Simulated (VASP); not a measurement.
A run of VASP 6.6.1 is set up as follows.

POSCAR

```
Y2Ge3
1.0
    4.3485830748      0.0000000000      0.0000000000
   -2.1742915374      3.7659834132      0.0000000000
    0.0000000000      0.0000000000      7.0999008835
Y Ge
2 3
Direct
    0.0000000000      0.0000000000      0.2689808329
    0.0000000000      0.0000000000      0.7310191671
    0.6666666667      0.3333333333      0.0000000000
    0.6666666667      0.3333333333      0.5000000000
    0.3333333333      0.6666666667      0.0000000000
```

The input INCAR.step1:

```
SYSTEM = Y2Ge3
ALGO = Normal ; EDIFF = 1E-4
ENCUT = 520 ; GGA = PE
ISMEAR = -1 ; LASPH = .True.
LCHARG = .False. ; LREAL = .False.
LWAVE = .True. ; NBANDS = 40
NELM = 80 ; PREC = Accurate
SIGMA = 0.05
```

Contents of INCAR.step2:

```
SYSTEM = Y2Ge3
ALGO = Normal ; EDIFF = 1E-6
ENCUT = 520 ; ISIF = 2
ISMEAR = -1 ; ISTART = 1
IVDW = 12 ; LASPH = .True.
LCHARG = .False. ; LMIXTAU = .True.
LREAL = .False. ; LWAVE = .False.
METAGGA = R2SCAN ; NBANDS = 40
NELM = 80 ; PREC = Accurate
SIGMA = 0.05 ; VDW_A1 = 0.49484001
VDW_A2 = 5.73083694 ; VDW_S6 = 1.0
VDW_S8 = 0.78981345
```

KPOINTS

```
k-points
0
Gamma
  7 7 4
  0 0 0
```

Potentials or basis: VASP PAW PBE potentials, release 64 (Y_sv, Ge_d).

Run with:

```console
$ cat potpaw_PBE.64/Y_sv/POTCAR potpaw_PBE.64/Ge_d/POTCAR > POTCAR
$ cp INCAR.step1 INCAR
$ mpirun -np 1 vasp_std > vasp.out
$ cp INCAR.step2 INCAR
$ mpirun -np 1 vasp_std > vasp.out
```

**Question.** Estimate the dispersion energy per atom.

**Answer.** -0.169 eV.

**Question.** What does it give for the pressure?

**Answer.** -0.4 GPa.

**Question.** What does it give for the largest force?

**Answer.** 0.003 eV/Å.

**Question.** Predict the band gap on the k mesh.

**Answer.** Zero (bands 32 and 33 overlap by 1.49 eV).

Forces on the atoms (eV/Å):
```
Y    0.000  0.000 -0.003
Y    0.000  0.000  0.003
Ge   0.000  0.000  0.000
Ge   0.000  0.000  0.000
Ge   0.000  0.000  0.000
```

Caveat: three body term missing; the PAW data sets were made with another functional, which shifts forces and pressure a little.
